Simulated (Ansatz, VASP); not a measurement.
# Two plane-wave programs on Se

INCAR

```
PREC     = Accurate       # precision mode
ENCUT    = 520            # plane-wave cutoff, eV
EDIFF    = 1E-6           # SCF threshold, eV
ISMEAR   = 0              # smearing method
SIGMA    = 0.05           # smearing width, eV
LREAL    = F              # projectors in reciprocal space
LASPH    = T              # aspherical terms in the spheres
NELM     = 80             # most SCF steps
ALGO     = Normal         # electronic algorithm
ISIF     = 2              # what is computed and relaxed
LWAVE    = F              # write WAVECAR
LCHARG   = T              # write CHGCAR
GGA      = PE             # functional
IVDW     = 12             # dispersion correction
LELF     = T              # ELF
LVHAR    = T            
NBANDS   = 16             # bands
```

The input KPOINTS:

```
regular mesh
0
Gamma
  12 12 8
```

Contents of POSCAR:

```
Se
1.0
    4.1950301001      0.0000000000      0.0000000000
   -2.0975150501      3.6330026364      0.0000000000
    0.0000000000      0.0000000000      5.0793424452
Se
3
Direct
    0.2473450684      0.0000000000      0.3333333333
    0.0000000000      0.2473450684      0.6666666667
    0.7526549316      0.7526549316      0.0000000000
```

Input for Ansatz:

```yaml
crystal:
  lattice:
    - [4.1950301001, 0.0, 0.0]
    - [-2.0975150501, 3.6330026364, 0.0]
    - [0.0, 0.0, 5.0793424452]
  atoms:
    - { symbol: Se, position: [0.2473450684, 0.0, 0.3333333333] }
    - { symbol: Se, position: [0.0, 0.2473450684, 0.6666666667] }
    - { symbol: Se, position: [0.7526549316, 0.7526549316, 0.0] }
basis:
  ecutwfc: 420
kpoints:
  mp_grid: { grid: [12, 12, 8] }
hamiltonian:
  xc: pbe
  dispersion: d3bj
scf:
  occupations: { method: gaussian, width: 0.05 }
output:
  forces: true
  stress: true
  eigenvalues: true
```

Alike in both runs: task single point; functional PBE; dispersion D3(BJ); k mesh 12 × 12 × 8; occupations gaussian, width 0.05 eV; no spin polarisation.

```csv
,VASP,Ansatz
version,VASP 6.6.1,Ansatz 0.2.0
potentials or method,"VASP PAW PBE potentials, release 64 (Se), cutoff 520 eV","scalar-relativistic, plane waves, PAW"
valence electrons in the cell,18,48
```

```csv
,VASP,Ansatz,Ansatz less VASP
gap on the k mesh at the Fermi level (eV),0.69,0.70,+0.008
least direct gap on the mesh (eV),0.79,0.80,+0.008
pressure (GPa),-2.2,-2.3,-0.08
"traceless stress, the component that is largest in VASP (GPa)",0.20,0.17,-0.026
rms of the force components (eV/Å),0.192,0.201,+0.0098
```

Atom by atom the forces differ by 0.010 eV/Å (rms over components). VASP's potentials hold 18 valence electrons a cell and Ansatz's 48, so a difference there can come from the potentials and not from the codes.
